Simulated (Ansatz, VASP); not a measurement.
**Two plane-wave programs on Co**

```
Co
1.0
     2.45397    0.00000    0.00000
    -1.22699    2.12520    0.00000
     0.00000    0.00000    3.95886
Co
2
Direct
  0.33333 0.66667 0.25000
  0.66667 0.33333 0.75000
```

Alike in both runs: task single point; functional PBE; k mesh 20 × 20 × 12; occupations gaussian, width 0.05 eV; no spin polarisation.

|  | VASP | Ansatz |
| --- | --- | --- |
| version | VASP 6.6.1 | Ansatz 0.2.0 |
| potentials or method | VASP PAW PBE potentials, release 64 (Co), cutoff 520 eV | scalar-relativistic, plane waves, PAW |
| valence electrons in the cell | 18 | 34 |

```csv
,VASP,Ansatz,Ansatz less VASP
gap on the k mesh at the Fermi level (eV),none,none,-
pressure (GPa),-0.8,0.0,+0.81
```

A gap of «none» marks a metal or a gap that the smearing closes. VASP's potentials hold 18 valence electrons a cell and Ansatz's 34, so a difference there can come from the potentials and not from the codes.
